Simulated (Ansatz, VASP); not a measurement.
# In2BAs3 in VASP and in Ansatz

The input INCAR:

```
SYSTEM = In2BAs3
ALGO = Normal ; EDIFF = 1E-6
ENCUT = 520 ; GGA = PE
ISIF = 2 ; ISMEAR = 0
LASPH = .TRUE. ; LCHARG = .TRUE.
LELF = .TRUE. ; LREAL = .FALSE.
LVHAR = .TRUE. ; LWAVE = .FALSE.
NBANDS = 31 ; NELM = 80
PREC = Accurate ; SIGMA = 0.1
```

KPOINTS

```
k-points
0
G
  4 4 4
  0 0 0
```

Contents of POSCAR:

```
In2BAs3
1.0
   -2.8598039900      2.8598039900      4.1892688500
    2.8598039900     -2.8598039900      4.1892688500
    2.8598039900      2.8598039900     -4.1892688500
In B As
2 1 3
Direct
    0.5000000000      0.0000000000      0.5000000000
    0.0000000000      0.5000000000      0.5000000000
    0.5000000000      0.5000000000      0.0000000000
    0.7517180200      0.7517180200      0.0000000000
    0.2482819800      0.2482819800      0.0000000000
    0.0000000000      0.0000000000      0.0000000000
```

Input for Ansatz:

```yaml
crystal:
  lattice:
    - [-2.85980399, 2.85980399, 4.18926885]
    - [2.85980399, -2.85980399, 4.18926885]
    - [2.85980399, 2.85980399, -4.18926885]
  atoms:
    - { symbol: In, position: [0.5, 0.0, 0.5] }
    - { symbol: In, position: [0.0, 0.5, 0.5] }
    - { symbol: B, position: [0.5, 0.5, 0.0] }
    - { symbol: As, position: [0.75171802, 0.75171802, 0.0] }
    - { symbol: As, position: [0.24828198, 0.24828198, 0.0] }
    - { symbol: As, position: [0.0, 0.0, 0.0] }
basis:
  ecutwfc: 420
kpoints:
  mp_grid: { grid: [4, 4, 4] }
hamiltonian:
  xc: pbe
scf:
  occupations: { method: gaussian, width: 0.1 }
  lower_state_search: "off"
output:
  forces: true
  stress: true
  eigenvalues: true
```

Alike in both runs: task single point; functional PBE; k mesh 4 × 4 × 4; occupations gaussian, width 0.1 eV; no spin polarisation.

```csv
,VASP,Ansatz
version,VASP 6.6.1,Ansatz 0.2.0
potentials or method,"VASP PAW PBE potentials, release 64 (In_d, B, As), cutoff 520 eV","scalar-relativistic, plane waves, PAW"
valence electrons in the cell,44,74
```

```csv
,VASP,Ansatz,Ansatz less VASP
gap on the k mesh at the Fermi level (eV),none,none,-
pressure (GPa),10.9,10.6,-0.36
"traceless stress, the component that is largest in VASP (GPa)",20.08,19.46,-0.622
rms of the force components (eV/Å),2.463,2.411,-0.0526
```

Atom by atom the forces differ by 0.053 eV/Å (rms over components). A gap of «none» marks a metal or a gap that the smearing closes. VASP's potentials hold 44 valence electrons a cell and Ansatz's 74, so a difference there can come from the potentials and not from the codes.

The k mesh is coarse, so the values compare programs but aren't converged.
